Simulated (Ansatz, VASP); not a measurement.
**One calculation of HfC, two programs**

```
CELL_PARAMETERS angstrom
3.28910 0.00000 0.00000
0.00000 3.28910 0.00000
0.00000 0.00000 24.30299
ATOMIC_POSITIONS crystal
Hf 0.00000 0.00000 0.31205
Hf 0.50000 0.50000 0.40514
Hf 0.00000 0.00000 0.50000
Hf 0.50000 0.50000 0.59486
Hf 0.00000 0.00000 0.68795
C 0.50000 0.50000 0.30843
C 0.00000 0.00000 0.40372
C 0.50000 0.50000 0.50000
C 0.00000 0.00000 0.59628
C 0.50000 0.50000 0.69157
```

Alike in both runs: functional PBE; k mesh 11 × 11 × 1; occupations gaussian, width 0.1 eV; no spin polarisation.

Ansatz relaxed the structure, and its values are those at the end. VASP's run is a single point on that final structure, the one shown.

|  | VASP | Ansatz |
| --- | --- | --- |
| version | VASP 6.6.1 | Ansatz 0.2.0 |
| potentials or method | VASP PAW PBE potentials, release 64 (Hf_pv, C), cutoff 520 eV | scalar-relativistic, plane waves, PAW |
| valence electrons in the cell | 70 | 150 |

```csv
,VASP,Ansatz,Ansatz less VASP
gap on the k mesh at the Fermi level (eV),none,none,-
rms of the force components (eV/Å),0.015,0.001,-0.0143
"work function, face that differs most (eV)",4.17,4.16,-0.005
```

A gap of «none» marks a metal or a gap that the smearing closes. VASP's potentials hold 70 valence electrons a cell and Ansatz's 150, so a difference there can come from the potentials and not from the codes. Ansatz's warnings: xc potential rough in thin density.

Neither program's run includes spin-orbit coupling.
